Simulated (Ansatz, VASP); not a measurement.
**CsPbI2Br: VASP beside Ansatz**

```
Cs Pb I Br
1.0
     6.27393    0.00000    0.00000
     0.00000    6.27393    0.00000
     0.00000    0.00000    6.22515
Cs Pb I Br
1 1 2 1
Direct
  0.50000 0.50000 0.50000
  0.00000 0.00000 0.00000
  0.00000 0.50000 0.00000
  0.50000 0.00000 0.00000
  0.00000 0.00000 0.50000
```

Alike in both runs: task single point; functional PBE; k mesh 4 × 4 × 6; occupations gaussian, width 0.02 eV; no spin polarisation.

|  | VASP | Ansatz |
| --- | --- | --- |
| version | VASP 6.6.1 | Ansatz 0.2.0 |
| potentials or method | VASP PAW PBE potentials, release 64 (Cs_sv, Pb_d, I, Br), cutoff 520 eV | scalar-relativistic, plane waves, PAW |
| valence electrons in the cell | 44 | 64 |

|  | VASP | Ansatz | Ansatz less VASP |
| --- | --- | --- | --- |
| gap on the k mesh at the Fermi level (eV) | 1.40 | 1.40 | 0.000 |
| least direct gap on the mesh (eV) | 1.40 | 1.40 | 0.000 |
| pressure (GPa) | 0.2 | 0.2 | +0.01 |
| traceless stress, the component that is largest in VASP (GPa) | -1.31 | -1.32 | -0.006 |

The functional is the same, so the differences come from potentials, cutoffs and numerics. VASP's potentials hold 44 valence electrons a cell and Ansatz's 64, so a difference there can come from the potentials and not from the codes.

Spin-orbit coupling is off throughout.
